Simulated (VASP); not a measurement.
HfB: single point with PBE

HfB:

```
Hf B
1.0
     0.00000    2.32914    2.32914
     2.32914    0.00000    2.32914
     2.32914    2.32914    0.00000
Hf B
1 1
Direct
  0.50000 0.50000 0.50000
  0.00000 0.00000 0.00000
```

```yaml
Program: VASP 6.6.1
Task: single point
Functional: PBE
Potentials_or_basis: VASP PAW PBE potentials, release 64 (Hf_pv, B)
Cutoff: 500 eV
k_mesh: 8 × 8 × 8
Occupations: gaussian, width 0.05 eV
Spin: no spin polarisation
Dipole_correction: no
Further_INCAR_settings: ALGO = Normal; EDIFF = 1e-06; NBANDS = 14
```

```json
{"Pressure": "24.0 GPa"}
```

Levels at points of the mesh, in eV from the Fermi level:
| k point | band 5 | band 6 | band 7 | band 8 | band 9 | band 10 |
| --- | --- | --- | --- | --- | --- | --- |
| (0.00, 0.00, 0.00) | 2.11 | 2.11 | 2.11 | 3.83 | 3.83 | 3.83 |
| (0.50, 0.00, 0.00) | -4.21 | -1.38 | -1.38 | 6.31 | 6.31 | 7.32 |
| (0.50, 0.50, 0.00) | -1.10 | -1.04 | 2.23 | 2.23 | 6.03 | 7.63 |

Run time: 13 s on 1 thread of Intel Xeon 8259CL (shared host), peak memory 0.14 GiB.

Caveat: spin-orbit coupling is left out, which moves the levels of the heavy elements.
